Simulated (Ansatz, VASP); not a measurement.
## One calculation of Ta2N, two programs

```
Ta N
1.0
     5.34998    0.00000    0.00000
    -2.67499    4.63322    0.00000
     0.00000    0.00000    4.88935
Ta N
6 3
Cartesian
  1.9103 3.3087 3.6810
  -0.7647 1.3246 3.6810
  1.5295 0.0000 3.6810
  0.7647 1.3246 1.2084
  -1.9103 3.3087 1.2084
  3.8205 0.0000 1.2084
  2.6750 1.5444 2.4447
  0.0000 3.0888 2.4447
  0.0000 0.0000 0.0000
```

Alike in both runs: task single point; functional PBE; k mesh 9 × 9 × 8; occupations gaussian, width 0.15 eV; no spin polarisation.

```csv
,VASP,Ansatz
version,VASP 6.6.1,Ansatz 0.2.0
potentials or method,"VASP PAW PBE potentials, release 64 (Ta_pv, N), cutoff 520 eV","scalar-relativistic, plane waves, PAW"
valence electrons in the cell,81,93
```

```csv
,VASP,Ansatz,Ansatz less VASP
gap on the k mesh at the Fermi level (eV),none,none,-
pressure (GPa),24.2,23.5,-0.73
"traceless stress, the component that is largest in VASP (GPa)",-1.95,-1.93,+0.018
rms of the force components (eV/Å),4.217,4.194,-0.0233
```

Atom by atom the forces differ by 0.024 eV/Å (rms over components). A gap of «none» marks a metal or a gap that the smearing closes. VASP's potentials hold 81 valence electrons a cell and Ansatz's 93, so a difference there can come from the potentials and not from the codes.

Neither program's run includes spin-orbit coupling.
